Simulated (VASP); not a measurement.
# Ti (P6_3/mmc) in VASP: notebook

Ti is run at these levels: r2SCAN; tasks: single point.

All numbers are computed with VASP 6.6.1; they aren't measurements. Logs are shortened: lines on timing, memory, paths and dates and some standing lists are left out, and cuts for length are marked.

## (1) The cell of the first run

The structure is hexagonal, space group P6_3/mmc (No. 194). Conventional cell: a = 2.936 Å, b = 2.936 Å, c = 4.641 Å, α = 90.00°, β = 90.00°, γ = 120.00°. Ti (site symmetry -6m2) has 12 Ti at 2.87 to 2.94 Å within 3.8 Å.

## (2) Single point, r2SCAN

The input, POSCAR:

```
Ti
1.0
    2.9357319200      0.0000000000      0.0000000000
   -1.4678659600      2.5424184200      0.0000000000
    0.0000000000      0.0000000000      4.6408561500
Ti
2
Direct
    0.3333333300      0.6666666700      0.2500000000
    0.6666666700      0.3333333300      0.7500000000
```

The input, INCAR.step1:

```
PREC     = Accurate       # precision mode
ENCUT    = 520            # plane-wave cutoff, eV
ISMEAR   = 0              # smearing method
SIGMA    = 0.1            # smearing width, eV
LREAL    = False          # projectors in reciprocal space
LASPH    = True           # aspherical terms in the spheres
NELM     = 60             # most SCF steps
NBANDS   = 19             # bands
GGA      = PE             # functional
ALGO     = Normal         # electronic algorithm
EDIFF    = 1E-4           # SCF threshold, eV
LWAVE    = True           # write WAVECAR
LCHARG   = False          # write CHGCAR
```

The input, INCAR.step2:

```
PREC     = Accurate       # precision mode
ENCUT    = 520            # plane-wave cutoff, eV
EDIFF    = 1E-6           # SCF threshold, eV
ISMEAR   = 0              # smearing method
SIGMA    = 0.1            # smearing width, eV
LREAL    = False          # projectors in reciprocal space
LASPH    = True           # aspherical terms in the spheres
NELM     = 60             # most SCF steps
ALGO     = Normal         # electronic algorithm
ISIF     = 2              # what is computed and relaxed
LWAVE    = False          # write WAVECAR
LCHARG   = True           # write CHGCAR
METAGGA  = R2SCAN         # meta-GGA
LMIXTAU  = True         
LELF     = True           # ELF
LVHAR    = True         
NBANDS   = 19             # bands
ISTART   = 1
```

The input, KPOINTS:

```
Automatic mesh
0
Gamma
  9 9 4
```

Potentials or basis: VASP PAW PBE potentials, release 64 (Ti_sv).

Launch:

```bash
> cat potpaw_PBE.64/Ti_sv/POTCAR > POTCAR
> cp INCAR.step1 INCAR
> mpirun -np 1 vasp_std > vasp.out
> cp INCAR.step2 INCAR
> mpirun -np 1 vasp_std > vasp.out
```

OUTCAR:

```text
PREC = Accurate
   ENCUT = 520
   EDIFF = 1E-6
   ISMEAR = 0
   LREAL = False
   LASPH = True
   NELM = 60
   ISIF = 2
   METAGGA = R2SCAN
   ISTART = 1

 ion  position               nearest neighbor table
   1  0.333  0.667  0.250-   2 2.87   2 2.87   2 2.87   2 2.87   2 2.87   2 2.87
   2  0.667  0.333  0.750-   1 2.87   1 2.87   1 2.87   1 2.87   1 2.87   1 2.87

  LATTYP: Found a hexagonal cell.
 ALAT       =     2.9357319200
 C/A-ratio  =     1.5808174167

  Lattice vectors:

 A1 = (   2.9357319200,   0.0000000000,   0.0000000000)
 A2 = (  -1.4678659600,   2.5424184200,   0.0000000000)
 A3 = (   0.0000000000,   0.0000000000,   4.6408561500)

Analysis of symmetry for initial positions (statically):
=====================================================================
 Subroutine PRICEL returns:
 Original cell was already a primitive cell.

 Routine SETGRP: Setting up the symmetry group for a
 hexagonal supercell.

 Subroutine GETGRP returns: Found 24 space group operations
 (whereof 12 operations were pure point group operations)
 out of a pool of 24 trial point group operations.

The static configuration has the point symmetry D_3d.
 The point group associated with its full space group is D_6h.

Analysis of symmetry for dynamics (positions and initial velocities):
=====================================================================
 Subroutine PRICEL returns:
 Original cell was already a primitive cell.

 Routine SETGRP: Setting up the symmetry group for a
 hexagonal supercell.

 Subroutine GETGRP returns: Found 24 space group operations
 (whereof 12 operations were pure point group operations)
 out of a pool of 24 trial point group operations.

The dynamic configuration has the point symmetry D_3d.
 The point group associated with its full space group is D_6h.

 Subroutine INISYM returns: Found 24 space group operations
 (whereof 12 operations are pure point group operations),
 and found     1 'primitive' translations

----------------------------------------------------------------------------------------

                                     Primitive cell

  volume of cell :      34.6387

  direct lattice vectors                    reciprocal lattice vectors
     2.935731920  0.000000000  0.000000000     0.340630557  0.196663144  0.000000000
    -1.467865960  2.542418420  0.000000000     0.000000000  0.393326288  0.000000000
     0.000000000  0.000000000  4.640856150     0.000000000  0.000000000  0.215477483

  length of vectors
     2.935731920  2.935731919  4.640856150     0.393326288  0.393326288  0.215477483

  position of ions in fractional coordinates (direct lattice)
     0.333333330  0.666666670  0.250000000
     0.666666670  0.333333330  0.750000000

  ion indices of the primitive-cell ions
   primitive index   ion index
                 1           1
                 2           2

----------------------------------------------------------------------------------------

 KPOINTS: Automatic mesh

Automatic generation of k-mesh.
 Grid dimensions read from file:
 generate k-points for:    9    9    4

 Generating k-lattice:

  Cartesian coordinates                     Fractional coordinates (reciprocal lattice)
     0.037847840  0.021851460  0.000000000     0.111111111 -0.000000000  0.000000000
     0.000000000  0.043702921  0.000000000     0.000000000  0.111111111  0.000000000
     0.000000000  0.000000000  0.053869371     0.000000000  0.000000000  0.250000000

  Length of vectors
     0.043702921  0.043702921  0.053869371

  Shift w.r.t. Gamma in fractional coordinates (k-lattice)
     0.000000000  0.000000000  0.000000000

 Subroutine IBZKPT returns following result:
 ===========================================

 Found     36 irreducible k-points:

 Following reciprocal coordinates:
            Coordinates               Weight
  0.000000  0.000000  0.000000      1.000000
  0.111111 -0.000000  0.000000      6.000000
  0.222222 -0.000000  0.000000      6.000000
  0.333333 -0.000000  0.000000      6.000000
  0.444444 -0.000000  0.000000      6.000000
  0.111111  0.111111  0.000000      6.000000
[... 16 lines left out ...]
  0.333333  0.222222  0.250000     24.000000
  0.333333  0.333333  0.250000      4.000000
 [... further k-points ...]
   k-points           NKPTS =     36   k-points in BZ     NKDIM =     36   number of bands    NBANDS=     19
   number of dos      NEDOS =    301   number of ions     NIONS =      2
   total plane-waves  NPLWV =  20736
   dimension x,y,z NGX =    24 NGY =   24 NGZ =   36
   dimension x,y,z NGXF=    48 NGYF=   48 NGZF=   72
   ions per type =               2
   NGX,Y,Z   is equivalent  to a cutoff of  13.59, 13.59, 12.90 a.u.
   NGXF,Y,Z  is equivalent  to a cutoff of  27.18, 27.18, 25.79 a.u.
 SYSTEM =  unknown system
   PREC   = accura    normal or accurate (medium, high low for compatibility)
   ISTART =      1    job   : 0-new  1-cont  2-samecut
   ICHARG =      0    charge: 1-file 2-atom 10-const
   ISPIN  =      1    spin polarized calculation?
   LNONCOLLINEAR =      F non collinear calculations
   LSORBIT =      F    spin-orbit coupling
   LASPH  =      T    aspherical Exc in radial PAW
   ENCUT  =  520.0 eV  38.22 Ry    6.18 a.u.   5.46  5.46  8.63*2*pi/ulx,y,z
   NELM   =     60;   NELMIN=  2; NELMDL=  0     # of ELM steps
   EDIFF  = 0.1E-05   stopping-criterion for ELM
   LREAL  =      F    real-space projection
   EDIFFG = 0.1E-04   stopping-criterion for IOM
   NSW    =      0    number of steps for IOM
   IBRION =     -1    ionic relax: 0-MD 1-quasi-New 2-CG
   NFREE  =      0    steps in history (QN), initial steepest desc. (CG)
   ISIF   =      2    stress and relaxation
   ISYM   =      2    0-nonsym 1-usesym 2-fastsym
   POTIM  = 0.5000    time-step for ionic-motion
   TEBEG  =    0.0;   TEEND  =   0.0 temperature during run
   PSTRESS=    0.0 pullay stress
   NELECT =      24.0000    total number of electrons
   NUPDOWN=      -1.0000    fix difference up-down
   EMIN   =  10.00;   EMAX   =-10.00  energy-range for DOS
   EFERMI =   0.00;   METHOD = LEGACY
   ISMEAR =     0;   SIGMA  =   0.10  broadening in eV -4-tet -1-fermi 0-gaus
   EFERMI_NEDOS =   21; number of points for ismear=-14 and -15
   IALGO  =     38    algorithm
   IMIX   =      4    mixing-type and parameters
     AMIX     =   0.40;   BMIX     =  1.00
     AMIX_MAG =   1.60;   BMIX_MAG =  1.00
  volume/ion in A,a.u.               =      17.32       116.88
  Fermi-wavevector in a.u.,A,eV,Ry     =   1.448632  2.737518 28.552297  2.098535
  Thomas-Fermi vector in A             =   2.566451
   LORBIT       =      0    0 simple, 1 ext, 2 COOP (PROOUT), +10 PAW based schemes
   METAGGA = R2SCAN    functional components
   LHFCALC =     F    Hartree Fock is set to
   AEXX    =    0.0000 exact exchange contribution
   IVDW    =     0    specifies the selected vdW correction
   LEPSILON=     F    determine dielectric tensor
   LRPA    =     F    only Hartree local field effects (RPA)
 non-spin polarized calculation
 Gauss-broadening in eV      SIGMA  =   0.10
  energy-cutoff  :      520.00
  volume of cell :       34.64
 maximum number of plane-waves:       965
 NGX is ok and might be reduce to    24
   NGX = 11   NGY = 11   NGZ = 17

 number of electron      24.0000002 magnetization

 Free energy of the ion-electron system (eV)
  ---------------------------------------------------
  ext. energy  EPLUGINS =         0.00000000
  ---------------------------------------------------
  free energy    TOTEN  =       -25.91513408 eV

  energy without entropy =      -25.90772242  energy(sigma->0) =      -25.91142825

 E-fermi :   8.4093     XC(G=0): -12.4101

 val. band max:        8.3811314907   @ k =   0.1111   0.1111   0.2500
 cond. band min:       8.4213790758   @ k =   0.2222   0.2222   0.5000
 fundamental gap:      0.0402475851
 Fermi energy:         8.4093167269

 k-point     1 :       0.0000    0.0000    0.0000
  band No.  band energies     occupation
      1     -50.7970      2.00000
      2     -50.6508      2.00000
      3     -26.3632      2.00000
      4     -25.6897      2.00000
      5     -25.6896      2.00000
      6     -25.6167      2.00000
[... 11 lines left out ...]
     18      10.2620      0.00000
     19      11.8328      0.00000

 k-point     2 :       0.1111   -0.0000    0.0000
  band No.  band energies     occupation
      1     -50.7843      2.00000
      2     -50.6459      2.00000
      3     -26.3348      2.00000
      4     -25.7468      2.00000
      5     -25.7086      2.00000
      6     -25.6443      2.00000
[... 11 lines left out ...]
     18      10.0679      0.00000
     19      11.9339      0.00000

 k-point     3 :       0.2222   -0.0000    0.0000
  band No.  band energies     occupation
      1     -50.7509      2.00000
      2     -50.6347      2.00000
      3     -26.2569      2.00000
      4     -25.8932      2.00000
      5     -25.7886      2.00000
      6     -25.7542      2.00000
[... 11 lines left out ...]
     18      10.6619      0.00000
     19      12.1043      0.00000

 k-point     4 :       0.3333   -0.0000    0.0000
  band No.  band energies     occupation
      1     -50.7094      2.00000
      2     -50.6254      2.00000
      3     -26.1505      2.00000
      4     -26.0619      2.00000
      5     -25.9446      2.00000
      6     -25.8035      2.00000
[... 407 lines left out ...]
     18      12.0147      0.00000
     19      12.6218      0.00000

 k-point    23 :       0.3333    0.2222    0.2500
  band No.  band energies     occupation
      1     -50.6549      2.00000
      2     -50.6317      2.00000
      3     -26.1724      2.00000
      4     -26.1115      2.00000
      5     -25.9741      2.00000
      6     -25.8556      2.00000
[... 11 lines left out ...]
     18      12.1140      0.00000
     19      13.6558      0.00000

 k-point    24 :       0.3333    0.3333    0.2500
  band No.  band energies     occupation
      1     -50.6388      2.00000
      2     -50.6388      2.00000
      3     -26.1059      2.00000
      4     -26.1059      2.00000
      5     -26.0560      2.00000
      6     -25.8844      2.00000
[... 11 lines left out ...]
     18      11.7260      0.00000
     19      15.2538      0.00000

 [... further k-points ...]

------------------------ aborting loop because EDIFF is reached ----------------------------------------

  FORCE on cell =-STRESS in cart. coord.  units (eV):
  Direction    XX          YY          ZZ          XY          YZ          ZX
  --------------------------------------------------------------------------------------
  -------------------------------------------------------------------------------------
  Total        0.0895653      0.0895653     -0.1644616      0.0000000     -0.0000000      0.0000000
  in kB        4.1427532      4.1427532     -7.6070009      0.0000000     -0.0000000      0.0000000
  external PRESSURE =       0.2261685 kB  Pullay stress =       0.0000000 kB

 VOLUME and BASIS-vectors are now :
 -----------------------------------------------------------------------------
  energy-cutoff  :      520.00
  volume of cell :       34.64
      direct lattice vectors                 reciprocal lattice vectors
     2.935731920  0.000000000  0.000000000     0.340630557  0.196663144  0.000000000
    -1.467865960  2.542418420  0.000000000     0.000000000  0.393326288  0.000000000
     0.000000000  0.000000000  4.640856150     0.000000000  0.000000000  0.215477483

 POSITION                                       TOTAL-FORCE (eV/Angst)
 -----------------------------------------------------------------------------------
     -0.00000      1.69495      1.16021        -0.000000      0.000000      0.000000
      1.46787      0.84747      3.48064         0.000000     -0.000000      0.000000
 -----------------------------------------------------------------------------------
    total drift:                               -0.000009      0.000005     -0.000000

  FREE ENERGIE OF THE ION-ELECTRON SYSTEM (eV)
  ---------------------------------------------------
  free  energy   TOTEN  =       -25.9151340824 eV

  energy  without entropy=      -25.9077224187  energy(sigma->0) =      -25.91142825
```

Run time: 86 s. Hardware: 1 thread of AMD EPYC 7R13 (Zen 3), shared host; peak memory 0.14 GiB.

What came out:

```
Free energy            : -25.9151 eV
Pressure               : 0.0 GPa
Band gap on the k mesh : zero (bands 12 and 13 overlap by 1.21 eV)
```

Stress tensor (GPa, compression positive):
```
 0.41  0.00  0.00
 0.00  0.41  0.00
 0.00  0.00 -0.76
```

Caveat: the PAW data sets were made with another functional, which shifts forces and pressure a little.

## (3) Single point, r2SCAN

The input, POSCAR:

```
Ti
1.0
    2.9362020018      0.0000000000      0.0000000000
   -1.4681010009      2.5428255242      0.0000000000
    0.0000000000      0.0000000000      4.6368211514
Ti
2
Direct
    0.3333333333      0.6666666667      0.2500000000
    0.6666666667      0.3333333333      0.7500000000
```

The input, INCAR.step1:

```
PREC = Accurate ; ENCUT = 520
ISMEAR = 0 ; SIGMA = 0.1
LREAL = False ; LASPH = True
NELM = 60 ; NBANDS = 19
GGA = PE ; ALGO = Normal
EDIFF = 1E-4 ; LWAVE = True
LCHARG = False
```

The input, INCAR.step2:

```
PREC = Accurate ; ENCUT = 520
EDIFF = 1E-7 ; ISMEAR = 0
SIGMA = 0.1 ; LREAL = False
LASPH = True ; NELM = 60
ALGO = Normal ; ISIF = 2
LWAVE = False ; LCHARG = False
METAGGA = R2SCAN ; LMIXTAU = True
NBANDS = 19 ; ISTART = 1
```

The input, KPOINTS:

```
Automatic mesh
0
Gamma
  18 18 10
```

Potentials or basis: VASP PAW PBE potentials, release 64 (Ti_sv).

Launch:

```bash
> cat potpaw_PBE.64/Ti_sv/POTCAR > POTCAR
> cp INCAR.step1 INCAR
> mpirun -np 1 vasp_std > vasp.out
> cp INCAR.step2 INCAR
> mpirun -np 1 vasp_std > vasp.out
```

It took 9 min on 1 thread of AMD EPYC 7R13 (Zen 3), shared host; peak memory 0.22 GiB.

Results (log left out):

- Free energy: -25.9055 eV
- Pressure: 0.3 GPa
- Band gap on the k mesh: zero (bands 12 and 13 overlap by 1.23 eV)

Levels at points of the mesh, in eV from the Fermi level:
```
           k point  band 9  band 10  band 11  band 12  band 13  band 14  band 15  band 16
(0.00, 0.00, 0.00)   -6.64    -2.88     0.59     0.86     0.86     0.98     1.39     1.39
(0.50, 0.00, 0.00)   -2.54    -2.30    -1.95    -0.86     0.59     0.70     1.27     3.54
(0.00, 0.00, 0.50)   -4.69    -4.69     0.06     0.06     0.77     0.77     0.77     0.77
(0.50, 0.00, 0.50)   -2.70    -2.70    -0.88    -0.88     1.24     1.24     1.90     1.90
```

Caveat: the PAW data sets were made with another functional, which shifts forces and pressure a little.

The gap in the log of VASP goes by the Fermi energy; the results here count the filled bands.